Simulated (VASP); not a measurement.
# TaN (Fm-3m) in VASP: further runs, part 2 of 2

VASP 6.6.1.

**3. Single point, BLYP+D3(BJ)**

This run uses another cell than the first one, of 10.60 Å³/atom, 0.980 times its volume.

Input file INCAR:

```
PREC     = Accurate       # precision mode
ENCUT    = 600            # plane-wave cutoff, eV
EDIFF    = 1E-6           # SCF threshold, eV
ISMEAR   = -1             # smearing method
SIGMA    = 0.05           # smearing width, eV
LREAL    = False          # projectors in reciprocal space
LASPH    = True           # aspherical terms in the spheres
NELM     = 120            # most SCF steps
ALGO     = Normal         # electronic algorithm
ISIF     = 2              # what is computed and relaxed
LWAVE    = False          # write WAVECAR
LCHARG   = False          # write CHGCAR
GGA      = B5             # functional
ALDAX    = 1.0          
AGGAX    = 1.0          
AGGAC    = 1.0          
ALDAC    = 0.0          
IVDW     = 12             # dispersion correction
VDW_S6   = 1.0          
VDW_S8   = 2.6996       
VDW_A1   = 0.4298       
VDW_A2   = 4.2359       
NBANDS   = 15             # bands
GGA_COMPAT= False
```

Input file KPOINTS:

```
regular mesh
0
Gamma
  10 10 10
```

Input file POSCAR:

```
TaN
1.0
    0.0000000000      2.1964814589      2.1964814589
    2.1964814589      0.0000000000      2.1964814589
    2.1964814589      2.1964814589      0.0000000000
Ta N
1 1
Direct
    0.5000000000      0.5000000000      0.5000000000
    0.0000000000      0.0000000000      0.0000000000
```

Potentials or basis: VASP PAW PBE potentials, release 64 (Ta_pv, N).

Started as:

```bash
cat potpaw_PBE.64/Ta_pv/POTCAR potpaw_PBE.64/N/POTCAR > POTCAR
mpirun -np 1 vasp_std > vasp.out
```

OUTCAR:

```text
PREC = Accurate
   ENCUT = 600
   EDIFF = 1E-6
   ISMEAR = -1
   LREAL = False
   LASPH = True
   NELM = 120
   ISIF = 2
   GGA = B5
   IVDW = 12
 IVDW          = 12

 ion  position               nearest neighbor table
   1  0.500  0.500  0.500-   2 2.20   2 2.20   2 2.20   2 2.20   2 2.20   2 2.20
   2  0.000  0.000  0.000-   1 2.20   1 2.20   1 2.20   1 2.20   1 2.20   1 2.20

  LATTYP: Found a face centered cubic cell.
 ALAT       =     4.3929629178

  Lattice vectors:

[... 620 lines left out ...]

 Edisp (eV)   -2.21001

 E8    (eV) :    -1.6659

  FORCE on cell =-STRESS in cart. coord.  units (eV):
  Direction    XX          YY          ZZ          XY          YZ          ZX
  --------------------------------------------------------------------------------------
  -------------------------------------------------------------------------------------
  Total       0.25005     0.25005     0.25005     0.00000    -0.00000    -0.00000
  in kB      18.90267    18.90267    18.90267     0.00000    -0.00000    -0.00000
  external pressure =       18.90 kB  Pullay stress =        0.00 kB

 VOLUME and BASIS-vectors are now :
 -----------------------------------------------------------------------------
  energy-cutoff  :      600.00
  volume of cell :       21.19
      direct lattice vectors                 reciprocal lattice vectors
     0.000000000  2.196481459  2.196481459    -0.227636795  0.227636795  0.227636795
     2.196481459  0.000000000  2.196481459     0.227636795 -0.227636795  0.227636795
     2.196481459  2.196481459  0.000000000     0.227636795  0.227636795 -0.227636795

 POSITION                                       TOTAL-FORCE (eV/Angst)
 -----------------------------------------------------------------------------------
      2.19648      2.19648      2.19648        -0.000000      0.000000     -0.000000
      0.00000      0.00000      0.00000         0.000000     -0.000000      0.000000
 -----------------------------------------------------------------------------------
    total drift:                                0.000000      0.000000      0.000000

  FREE ENERGIE OF THE ION-ELECTRON SYSTEM (eV)
  ---------------------------------------------------
  free  energy   TOTEN  =       -21.9962027817 eV

  energy  without entropy=      -21.9897413041  energy(sigma->0) =      -21.99297204
```

Run time: 22 s. Hardware: 1 thread of AMD EPYC 9R45 (Zen 5), shared host; peak memory 0.15 GiB.

Results:

| Quantity | Value |
| --- | --- |
| Free energy | -21.9962 eV |
| Pressure | 1.9 GPa |
| Band gap on the k mesh | zero (band 8 reaches 11.92 eV, above the bottom of band 9 at 7.99 eV) |
| Dispersion energy per atom | -1.105 eV |

Levels at points of the mesh, in eV from the Fermi level:
| k point | band 6 | band 7 | band 8 | band 9 | band 10 | band 11 |
| --- | --- | --- | --- | --- | --- | --- |
| (0.00, 0.00, 0.00) | -3.87 | -3.87 | -2.13 | -2.13 | -2.13 | 0.03 |
| (0.50, 0.00, 0.00) | -7.61 | -7.61 | 1.79 | 1.79 | 1.92 | 4.24 |
| (0.50, 0.50, 0.00) | -5.39 | -4.63 | -4.63 | 2.05 | 3.40 | 3.40 |

Caveat: the PAW data sets were made with another functional, which shifts forces and pressure a little; spin-orbit coupling is left out, which moves the levels of the heavy elements; pairwise dispersion overbinds metals, which lowers pressure and volume.

**4. Single point, BLYP+D3(BJ)**

Input file INCAR:

```
SYSTEM = TaN
PREC     = Accurate       ! precision mode
ENCUT    = 600            ! plane-wave cutoff, eV
EDIFF    = 1E-6           ! SCF threshold, eV
ISMEAR   = -1             ! smearing method
SIGMA    = 0.05           ! smearing width, eV
LREAL    = .False.        ! projectors in reciprocal space
LASPH    = .True.         ! aspherical terms in the spheres
NELM     = 120            ! most SCF steps
ALGO     = Normal         ! electronic algorithm
ISIF     = 2              ! what is computed and relaxed
LWAVE    = .False.        ! write WAVECAR
LCHARG   = .False.        ! write CHGCAR
GGA      = B5             ! functional
ALDAX    = 1.0          
AGGAX    = 1.0          
AGGAC    = 1.0          
ALDAC    = 0.0          
IVDW     = 12             ! dispersion correction
VDW_S6   = 1.0          
VDW_S8   = 2.6996       
VDW_A1   = 0.4298       
VDW_A2   = 4.2359       
NBANDS   = 15             ! bands
GGA_COMPAT= .False.
```

Input file KPOINTS:

```
Automatic mesh
0
Gamma
  10 10 10
  0 0 0
```

Input file POSCAR:

```
TaN
1.0
    0.0000000000      2.2113230000      2.2113230000
    2.2113230000      0.0000000000      2.2113230000
    2.2113230000      2.2113230000      0.0000000000
Ta N
1 1
Direct
    0.5000000000      0.5000000000      0.5000000000
    0.0000000000      0.0000000000      0.0000000000
```

Started as:

```bash
cat potpaw_PBE.64/Ta_pv/POTCAR potpaw_PBE.64/N/POTCAR > POTCAR
mpirun -np 1 vasp_std > vasp.out
```

It took 22 s on 1 thread of AMD EPYC 9R45 (Zen 5), shared host; peak memory 0.15 GiB.

It converged, with:

```
Free energy                : -21.9929 eV
Pressure                   : -4.8 GPa
Band gap on the k mesh     : zero (band 8 reaches 11.62 eV, above the bottom of band 9 at 7.81 eV)
Dispersion energy per atom : -1.082 eV
```

Levels at points of the mesh, in eV from the Fermi level:
```
           k point  band 5  band 6  band 7  band 8  band 9  band 10  band 11  band 12
(0.00, 0.00, 0.00)   -3.81   -3.81   -3.81   -2.07   -2.07    -2.07     0.03     0.03
(0.50, 0.00, 0.00)  -10.10   -7.46   -7.46    1.73    1.73     1.86     4.17     7.22
(0.50, 0.50, 0.00)   -6.47   -5.25   -4.58   -4.58    1.99     3.29     3.29     4.32
```

Caveat: the PAW data sets were made with another functional, which shifts forces and pressure a little; spin-orbit coupling is left out, which moves the levels of the heavy elements; pairwise dispersion overbinds metals, which lowers pressure and volume.

**5. Overview**

```csv
level,cell,gap on the mesh (eV),pressure (GPa)
PBEsol+D3(BJ),"a = 3.127 Å, angles 60.0°, 2 atoms",none,-16.9
BLYP+D3(BJ),"a = 3.106 Å, angles 60.0°, 2 atoms",none,1.9
BLYP+D3(BJ),"a = 3.127 Å, angles 60.0°, 2 atoms",none,-4.8
```

Alike in all rows: task single point; potentials or basis VASP PAW PBE potentials, release 64 (Ta_pv, N); no spin polarisation; k mesh 10 × 10 × 10; cutoff (eV) 600; smearing fermi-dirac 0.05 eV.

Caveats: the PAW data sets were made with another functional, which shifts forces and pressure a little; spin-orbit coupling is left out, which moves the levels of the heavy elements; pairwise dispersion overbinds metals, which lowers pressure and volume.

Total energies depend on the potentials used, so only differences within one code and one set of settings carry meaning.
